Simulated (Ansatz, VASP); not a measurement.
# Ti3O4: VASP beside Ansatz

INCAR

```
SYSTEM = Ti3O4
  PREC = Accurate
  ENCUT = 600
  EDIFF = 1E-6
  ISMEAR = -1
  SIGMA = 0.05
  LREAL = .False.
  LASPH = .True.
  NELM = 60
  ALGO = Normal
  ISIF = 3
  LWAVE = .False.
  LCHARG = .False.
  GGA = PS
  IBRION = 2
  NSW = 60
  EDIFFG = -0.01
```

File KPOINTS:

```
regular mesh
0
Gamma
  9 9 9
  0 0 0
```

The input POSCAR:

```
Ti3O4
1.0
   -2.0659088900      2.0659088900      4.0891339800
    2.0659088900     -2.0659088900      4.0891339800
    2.0659088900      2.0659088900     -4.0891339800
Ti O
3 4
Direct
    0.7500000000      0.2500000000      0.5000000000
    0.5000000000      0.5000000000      0.0000000000
    0.2500000000      0.7500000000      0.5000000000
    0.7558848600      0.7558848600      0.0000000000
    0.5000000000      0.0000000000      0.5000000000
    0.2441151400      0.2441151400      0.0000000000
    0.0000000000      0.5000000000      0.5000000000
```

input.yaml

```yaml
crystal:
  lattice:
    - [-2.06590889, 2.06590889, 4.08913398]
    - [2.06590889, -2.06590889, 4.08913398]
    - [2.06590889, 2.06590889, -4.08913398]
  atoms:
    - { symbol: Ti, position: [0.75, 0.25, 0.5] }
    - { symbol: Ti, position: [0.5, 0.5, 0.0] }
    - { symbol: Ti, position: [0.25, 0.75, 0.5] }
    - { symbol: O, position: [0.75588486, 0.75588486, 0.0] }
    - { symbol: O, position: [0.5, 0.0, 0.5] }
    - { symbol: O, position: [0.24411514, 0.24411514, 0.0] }
    - { symbol: O, position: [0.0, 0.5, 0.5] }
hamiltonian:
  xc: pbesol
  pseudopotentials: { kind: paw }
kpoints:
  mp_grid: { grid: [9, 9, 9] }
scf:
  occupations: { method: fermi_dirac, width: 0.05 }
output:
  forces: true
  stress: true
  eigenvalues: true
relax:
  f_tol: 0.01
  max_steps: 40
  cell: { stress_tol: 0.05 }
```

Alike in both runs: task relaxation of cell and atoms; functional PBEsol; k mesh 9 × 9 × 9; occupations fermi-dirac, width 0.05 eV; no spin polarisation.

```csv
,VASP,Ansatz
version,VASP 6.6.1,Ansatz 0.2.0
potentials or method,"VASP PAW PBE potentials, release 64 (Ti_sv, O)",Ansatz PAW
plane-wave cutoff (eV),600,420
valence electrons in the cell,60,60
```

VASP gave:

| Item | Value |
| --- | --- |
| gap on the k mesh at the Fermi level, each at its own relaxed structure (eV) | none |
| relaxed volume (Å³/atom) | 9.74 |
| relaxed cell length with the largest relative difference (Å) | 4.982 |

Task: Which values does Ansatz return?

Result: gap on the k mesh at the Fermi level, each at its own relaxed structure (eV): none; relaxed volume (Å³/atom): 9.72; relaxed cell length with the largest relative difference (Å): 4.979.

VASP's potentials were made for PBE, not for PBEsol. A gap of «none» marks a metal or a gap that the smearing closes.

Noted on Ansatz's run: the plane-wave basis is chosen anew once the cell has moved, so the energies of steps on either side of that aren't comparable.
